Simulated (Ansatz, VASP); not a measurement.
## Zr in VASP and in Ansatz

INCAR

```
SYSTEM = Zr
ALGO = Normal
EDIFF = 1E-6
ENCUT = 500
GGA = PE
GGA_COMPAT = .False.
ISIF = 2
ISMEAR = 0
LASPH = .True.
LCHARG = .False.
LREAL = .False.
LWAVE = .False.
NBANDS = 12
NELM = 120
PREC = Accurate
SIGMA = 0.1
```

The input KPOINTS:

```
k-points
0
Gamma
  9 9 9
  0 0 0
```

Contents of POSCAR:

```
Zr
1.0
    0.0000000000      2.1771785623      2.1771785623
    2.1771785623      0.0000000000      2.1771785623
    2.1771785623      2.1771785623      0.0000000000
Zr
1
Direct
    0.0000000000      0.0000000000      0.0000000000
```

Input for Ansatz:

```yaml
crystal:
  lattice:
    - [0.0, 2.177178562285695, 2.177178562285695]
    - [2.177178562285695, 0.0, 2.177178562285695]
    - [2.177178562285695, 2.177178562285695, 0.0]
  atoms:
    - { symbol: Zr, position: [0.0, 0.0, 0.0] }
basis:
  ecutwfc: 476.19925930478996
kpoints:
  mp_grid:
    grid: [9, 9, 9]
hamiltonian:
  xc: pbe
scf:
  occupations:
    method: gaussian
    width: 0.1
output:
  stress: true
```

Alike in both runs: task single point; functional PBE; k mesh 9 × 9 × 9; occupations gaussian, width 0.1 eV; no spin polarisation.

```csv
,VASP,Ansatz
version,VASP 6.6.1,Ansatz 0.2.0
potentials or method,"VASP PAW PBE potentials, release 64 (Zr_sv), cutoff 500 eV","plane waves, PAW"
valence electrons in the cell,12,12
```

|  | VASP | Ansatz | Ansatz less VASP |
| --- | --- | --- | --- |
| pressure (GPa) | 12.4 | 12.3 | -0.07 |

With one functional, cell and mesh, what is left measures potentials, basis and numerics.
